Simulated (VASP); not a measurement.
# GaN (P6_3mc) in VASP: notebook

The runs below take GaN through single point, with r2SCAN.

Program: VASP 6.6.1. These are calculated values, not measurements. Logs are shortened: lines on timing, memory, paths and dates and some standing lists are left out, and cuts for length are marked.

## (1) The cell of the first run

It takes space group P6_3mc (No. 186, hexagonal). The conventional cell has a = 3.085 Å, b = 3.085 Å, c = 5.011 Å, α = 90.00°, β = 90.00°, γ = 120.00°. Within 2.5 Å of Ga (site symmetry 3m) lie 4 N at 1.88 to 1.89 Å. Within 2.5 Å of N (site symmetry 3m) lie 4 Ga at 1.88 to 1.89 Å.

## (2) Single point, r2SCAN (strain -0.030 along x and y, -0.030 along z)

Input file POSCAR:

```
GaN
1.0
    3.0845996707      0.0000000000      0.0000000000
   -1.5422998354      2.6713416753      0.0000000000
    0.0000000000      0.0000000000      5.0110200000
Ga N
2 2
Direct
    0.3333333333      0.6666666667      0.0000000000
    0.6666666667      0.3333333333      0.5000000000
    0.3333333333      0.6666666667      0.3750000000
    0.6666666667      0.3333333333      0.8750000000
```

Input file INCAR.step1:

```
SYSTEM = GaN
PREC = Accurate ; ENCUT = 520
ISMEAR = 0 ; SIGMA = 0.05
LREAL = .False. ; LASPH = .True.
NELM = 100 ; NBANDS = 26
GGA = PE ; ALGO = Normal
EDIFF = 1E-4 ; LWAVE = .True.
LCHARG = .False.
```

Input file INCAR.step2:

```
SYSTEM = GaN
PREC = Accurate ; ENCUT = 520
EDIFF = 1E-6 ; ISMEAR = 0
SIGMA = 0.05 ; LREAL = .False.
LASPH = .True. ; NELM = 100
ALGO = Normal ; ISIF = 2
LWAVE = .False. ; LCHARG = .False.
METAGGA = R2SCAN ; LMIXTAU = .True.
NBANDS = 26 ; ISTART = 1
```

Input file KPOINTS:

```
Automatic mesh
0
Gamma
  12 12 6
  0 0 0
```

Potentials or basis: VASP PAW PBE potentials, release 64 (Ga_d, N).

Launch:

```
cat potpaw_PBE.64/Ga_d/POTCAR potpaw_PBE.64/N/POTCAR > POTCAR
cp INCAR.step1 INCAR
mpirun -np 1 vasp_std > vasp.out
cp INCAR.step2 INCAR
mpirun -np 1 vasp_std > vasp.out
```

OUTCAR:

```text
SYSTEM = GaN
   PREC = Accurate
   ENCUT = 520
   EDIFF = 1E-6
   ISMEAR = 0
   LREAL = .False.
   LASPH = .True.
   NELM = 100
   ISIF = 2
   METAGGA = R2SCAN
   ISTART = 1

 ion  position               nearest neighbor table
   1  0.333  0.667  0.000-   3 1.88   4 1.89   4 1.89   4 1.89
   2  0.667  0.333  0.500-   4 1.88   3 1.89   3 1.89   3 1.89
   3  0.333  0.667  0.375-   1 1.88   2 1.89   2 1.89   2 1.89
   4  0.667  0.333  0.875-   2 1.88   1 1.89   1 1.89   1 1.89

  LATTYP: Found a hexagonal cell.
 ALAT       =     3.0845996707
 C/A-ratio  =     1.6245284753

  Lattice vectors:

 A1 = (   3.0845996707,   0.0000000000,   0.0000000000)
 A2 = (  -1.5422998354,   2.6713416753,   0.0000000000)
 A3 = (   0.0000000000,   0.0000000000,   5.0110200000)

Analysis of symmetry for initial positions (statically):
=====================================================================
 Subroutine PRICEL returns:
 Original cell was already a primitive cell.

 Routine SETGRP: Setting up the symmetry group for a
 hexagonal supercell.

 Subroutine GETGRP returns: Found 12 space group operations
 (whereof  6 operations were pure point group operations)
 out of a pool of 24 trial point group operations.

The static configuration has the point symmetry C_3v.
 The point group associated with its full space group is C_6v.

Analysis of symmetry for dynamics (positions and initial velocities):
=====================================================================
 Subroutine PRICEL returns:
 Original cell was already a primitive cell.

 Routine SETGRP: Setting up the symmetry group for a
 hexagonal supercell.

 Subroutine GETGRP returns: Found 12 space group operations
 (whereof  6 operations were pure point group operations)
 out of a pool of 24 trial point group operations.

The dynamic configuration has the point symmetry C_3v.
 The point group associated with its full space group is C_6v.

 Subroutine INISYM returns: Found 12 space group operations
 (whereof  6 operations are pure point group operations),
 and found     1 'primitive' translations

----------------------------------------------------------------------------------------

                                     Primitive cell

  volume of cell :      41.2909

  direct lattice vectors                    reciprocal lattice vectors
     3.084599671  0.000000000  0.000000000     0.324191178  0.187171864  0.000000000
    -1.542299835  2.671341675  0.000000000     0.000000000  0.374343727  0.000000000
     0.000000000  0.000000000  5.011020000     0.000000000  0.000000000  0.199560169

  length of vectors
[... 90 lines left out ...]
   IBRION =     -1    ionic relax: 0-MD 1-quasi-New 2-CG
   NFREE  =      0    steps in history (QN), initial steepest desc. (CG)
   ISIF   =      2    stress and relaxation
   ISYM   =      2    0-nonsym 1-usesym 2-fastsym
   POTIM  = 0.5000    time-step for ionic-motion
   TEBEG  =    0.0;   TEEND  =   0.0 temperature during run
   PSTRESS=    0.0 pullay stress
   NELECT =      36.0000    total number of electrons
   NUPDOWN=      -1.0000    fix difference up-down
   EMIN   =  10.00;   EMAX   =-10.00  energy-range for DOS
   EFERMI =   0.00;   METHOD = LEGACY
   ISMEAR =     0;   SIGMA  =   0.05  broadening in eV -4-tet -1-fermi 0-gaus
   EFERMI_NEDOS =   21; number of points for ismear=-14 and -15
   IALGO  =     38    algorithm
   IMIX   =      4    mixing-type and parameters
     AMIX     =   0.40;   BMIX     =  1.00
     AMIX_MAG =   1.60;   BMIX_MAG =  1.00
  volume/ion in A,a.u.               =      10.32        69.66
  Fermi-wavevector in a.u.,A,eV,Ry     =   1.563955  2.955446 33.279234  2.445955
  Thomas-Fermi vector in A             =   2.666650
   LORBIT       =      0    0 simple, 1 ext, 2 COOP (PROOUT), +10 PAW based schemes
   METAGGA = R2SCAN    functional components
   LHFCALC =     F    Hartree Fock is set to
   AEXX    =    0.0000 exact exchange contribution
   IVDW    =     0    specifies the selected vdW correction
   LEPSILON=     F    determine dielectric tensor
   LRPA    =     F    only Hartree local field effects (RPA)
 non-spin polarized calculation
 Gauss-broadening in eV      SIGMA  =   0.05
  energy-cutoff  :      520.00
  volume of cell :       41.29
 maximum number of plane-waves:      1128
 NGX is ok and might be reduce to    24
   NGX = 11   NGY = 11   NGZ = 19

 number of electron      35.9999989 magnetization

 Free energy of the ion-electron system (eV)
  ---------------------------------------------------
  ext. energy  EPLUGINS =         0.00000000
  ---------------------------------------------------
  free energy    TOTEN  =       -43.50009500 eV

  energy without entropy =      -43.50009500  energy(sigma->0) =      -43.50009500

 E-fermi :   6.4883     XC(G=0): -13.2470

 val. band max:        6.2209852853   @ k =   0.0000   0.0000   0.0000
 cond. band min:       9.2323936322   @ k =   0.0000   0.0000   0.0000
 fundamental gap:      3.0114083469
 Fermi energy:         6.4882591811

 k-point     1 :       0.0000    0.0000    0.0000
  band No.  band energies     occupation
      1     -11.4911      2.00000
      2     -10.1790      2.00000
      3      -7.7325      2.00000
      4      -7.7041      2.00000
      5      -7.7040      2.00000
      6      -7.6102      2.00000
[... 685 lines left out ...]
     25      19.0071      0.00000
     26      21.0971      0.00000

 [... further k-points ...]

------------------------ aborting loop because EDIFF is reached ----------------------------------------

  FORCE on cell =-STRESS in cart. coord.  units (eV):
  Direction    XX          YY          ZZ          XY          YZ          ZX
  --------------------------------------------------------------------------------------
  -------------------------------------------------------------------------------------
  Total        6.1548235      6.1548235      6.9450313     -0.0000000      0.0000000      0.0000000
  in kB      238.8206103    238.8206103    269.4824014     -0.0000000      0.0000000      0.0000000
  external PRESSURE =     249.0412074 kB  Pullay stress =       0.0000000 kB

 VOLUME and BASIS-vectors are now :
 -----------------------------------------------------------------------------
  energy-cutoff  :      520.00
  volume of cell :       41.29
      direct lattice vectors                 reciprocal lattice vectors
     3.084599671  0.000000000  0.000000000     0.324191178  0.187171864  0.000000000
    -1.542299835  2.671341675  0.000000000     0.000000000  0.374343727  0.000000000
     0.000000000  0.000000000  5.011020000     0.000000000  0.000000000  0.199560169

 POSITION                                       TOTAL-FORCE (eV/Angst)
 -----------------------------------------------------------------------------------
     -0.00000      1.78089      0.00000        -0.000000      0.000000     -0.172124
      1.54230      0.89045      2.50551        -0.000000      0.000000     -0.172124
     -0.00000      1.78089      1.87913         0.000000     -0.000000      0.172124
      1.54230      0.89045      4.38464         0.000000      0.000000      0.172124
 -----------------------------------------------------------------------------------
    total drift:                                0.000002      0.000003      0.001282

  FREE ENERGIE OF THE ION-ELECTRON SYSTEM (eV)
  ---------------------------------------------------
  free  energy   TOTEN  =       -43.5000949988 eV

  energy  without entropy=      -43.5000949988  energy(sigma->0) =      -43.50009500
```

OSZICAR.step1:

```text
N       E                     dE             d eps       ncg     rms          rms(c)
DAV:   1     0.276523330597E+03    0.27652E+03   -0.17681E+04  4392   0.268E+03
DAV:   2     0.617045951452E+01   -0.27035E+03   -0.25466E+03  4328   0.488E+02
DAV:   3    -0.271275835803E+02   -0.33298E+02   -0.32854E+02  4584   0.142E+02
DAV:   4    -0.282101747433E+02   -0.10826E+01   -0.10782E+01  4636   0.271E+01
DAV:   5    -0.282325552152E+02   -0.22380E-01   -0.22360E-01  4834   0.375E+00    0.115E+01
DAV:   6    -0.237513934949E+02    0.44812E+01   -0.98679E+00  6544   0.536E+01    0.309E+00
DAV:   7    -0.238654612350E+02   -0.11407E+00   -0.17573E+00  4214   0.948E+00    0.284E+00
DAV:   8    -0.238600011676E+02    0.54601E-02   -0.12914E-01  5576   0.610E+00    0.662E-01
DAV:   9    -0.238462568248E+02    0.13744E-01   -0.51737E-02  6248   0.429E+00    0.273E-01
DAV:  10    -0.238469310993E+02   -0.67427E-03   -0.39219E-03  4236   0.538E-01    0.886E-02
DAV:  11    -0.238468862411E+02    0.44858E-04   -0.63783E-04  5086   0.479E-01
   1 F= -.23846886E+02 E0= -.23846886E+02  d E =-.136422E-15
```

It took 2.6 min on 1 thread of AMD EPYC 9R45 (Zen 5), shared host; peak memory 0.18 GiB.

What came out:

* Free energy: -43.5001 eV
* Pressure: 24.9 GPa
* Largest force: 0.172 eV/Å
* Band gap on the k mesh: 3.01 eV

Forces in eV/Å, atoms in the order of the input:
```
Ga   0.000  0.000 -0.172
Ga   0.000  0.000 -0.172
N    0.000  0.000  0.172
N    0.000  0.000  0.172
```

Stress tensor (GPa, compression positive):
```
23.88  0.00  0.00
 0.00 23.88  0.00
 0.00  0.00 26.95
```

Caveat: the cell differs from its parent crystal (strain -0.030 along x and y, -0.030 along z); the cell stands under pressure; the PAW data sets were made with another functional, which shifts forces and pressure a little.

(Continued in part 2 of 2.)
